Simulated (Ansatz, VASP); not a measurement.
## PtSe2 in VASP and in Ansatz

```
CELL_PARAMETERS angstrom
3.75150 0.00000 0.00000
-1.87575 3.24889 0.00000
0.00000 0.00000 6.52240
ATOMIC_POSITIONS crystal
Pt 0.00000 0.00000 0.00000
Se 0.33333 0.66667 0.20035
Se 0.66667 0.33333 0.79965
```

Alike in both runs: functional PBE; k mesh 15 × 15 × 8; occupations gaussian, width 0.1 eV; no spin polarisation.

Ansatz relaxed the structure, and its values are those at the end. VASP's run is a single point on that final structure, the one shown.

```csv
,VASP,Ansatz
version,VASP 6.6.1,Ansatz 0.2.0
potentials or method,"VASP PAW PBE potentials, release 64 (Pt, Se), cutoff 520 eV","scalar-relativistic, plane waves, PAW"
valence electrons in the cell,22,50
```

VASP gave:

* gap on the k mesh at the Fermi level (eV): 0.87
* least direct gap on the mesh (eV): 1.12
* pressure (GPa): 0.0

Task: What did Ansatz give for the same quantities?

Result: gap on the k mesh at the Fermi level (eV): 0.89; least direct gap on the mesh (eV): 1.13; pressure (GPa): 0.0.

With one functional, cell and mesh, what is left measures potentials, basis and numerics. VASP's potentials hold 22 valence electrons a cell and Ansatz's 50, so a difference there can come from the potentials and not from the codes.

Neither program's run includes spin-orbit coupling.
